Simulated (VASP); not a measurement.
**BN: single point with PBEsol**

Crystal: BN.

```xyz
4
Lattice="2.5030 0.0000 0.0000 -1.2515 2.1677 0.0000 0.0000 0.0000 6.7008" Properties=species:S:1:pos:R:3 pbc="T T T"
B     0.0000    1.4451    1.6752
B     1.2515    0.7226    5.0256
N     0.0000    1.4451    5.0256
N     1.2515    0.7226    1.6752
```

This cell differs from its parent crystal: volume 9.089 Å^3 an atom, c/a of the conventional cell 2.6771.

```json
{
  "Program": "VASP 6.6.1",
  "Task": "single point",
  "Functional": "PBEsol",
  "Potentials or basis": "VASP PAW PBE potentials, release 64 (B, N)",
  "Cutoff": "520 eV",
  "k mesh": "12 × 12 × 4",
  "Occupations": "gaussian, width 0.05 eV",
  "Spin": "no spin polarisation",
  "Dipole correction": "no",
  "Further INCAR settings": "ALGO = Normal; EDIFF = 1e-07; NBANDS = 16"
}
```

```yaml
Pressure: 1.0 GPa
Band_gap_on_the_k_mesh: 4.19 eV, indirect (least direct gap 4.58 eV)
```

Stress tensor (GPa, compression positive):
```
1.17 0.00 0.00
0.00 1.17 0.00
0.00 0.00 0.58
```

Levels at points of the mesh, in eV from the valence-band top:
| k point | band 6 | band 7 | band 8 | band 9 | band 10 | band 11 |
| --- | --- | --- | --- | --- | --- | --- |
| (0.00, 0.00, 0.00) | -1.30 | -1.27 | -1.27 | 5.00 | 10.07 | 11.52 |
| (0.50, 0.00, 0.00) | -4.07 | -1.44 | -0.45 | 4.19 | 5.55 | 9.45 |
| (0.00, 0.00, 0.50) | -1.29 | -1.29 | -1.29 | 7.36 | 7.36 | 11.58 |
| (0.50, 0.00, 0.50) | -4.10 | -0.93 | -0.93 | 4.65 | 4.65 | 9.86 |

It took 21 s on 1 thread of AMD EPYC 7R13 Processor (Zen 3) (shared host), peak memory 0.13 GiB.

Caveat: the PAW data sets were made with another functional, which shifts forces and pressure a little; this functional lacks dispersion, which binds the layers, so the pressure and a relaxed spacing across them are unreliable. A k mesh can miss the band edges.
